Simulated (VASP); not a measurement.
Input of a VASP 6.6.1 run:

INCAR

```
SYSTEM = ZrB2
PREC = Accurate ; ENCUT = 500
EDIFF = 1E-6 ; ISMEAR = 0
SIGMA = 0.05 ; LREAL = .FALSE.
LASPH = .TRUE. ; NELM = 120
ALGO = Normal ; ISIF = 2
LWAVE = .FALSE. ; LCHARG = .FALSE.
NBANDS = 16 ; GGA_COMPAT = .FALSE.
```

The input KPOINTS:

```
Automatic mesh
0
G
  8 8 6
  0 0 0
```

Contents of POSCAR:

```
ZrB2
1.0
    3.1541374379      0.0000000000      0.0000000000
   -1.5770687190      2.7315631483      0.0000000000
    0.0000000000      0.0000000000      3.5101461556
Zr B
1 2
Direct
    0.0000000000      0.0000000000      0.0000000000
    0.3333333333      0.6666666667      0.5000000000
    0.6666666667      0.3333333333      0.5000000000
```

Potentials or basis: VASP PAW LDA potentials, release 64 (Zr_sv, B).

Run with:

```console
$ cat potpaw_LDA.64/Zr_sv/POTCAR potpaw_LDA.64/B/POTCAR > POTCAR
$ mpirun -np 1 vasp_std > vasp.out
```

**Question.** What does it give for the band gap on the k mesh?

**Answer.** Zero (band 9 reaches 11.40 eV, above the bottom of band 10 at 10.86 eV).

**Question.** Predict the pressure.

**Answer.** -4.5 GPa.

Stress tensor (GPa, compression positive):
```
-4.68  0.00  0.00
 0.00 -4.68  0.00
 0.00  0.00 -4.00
```
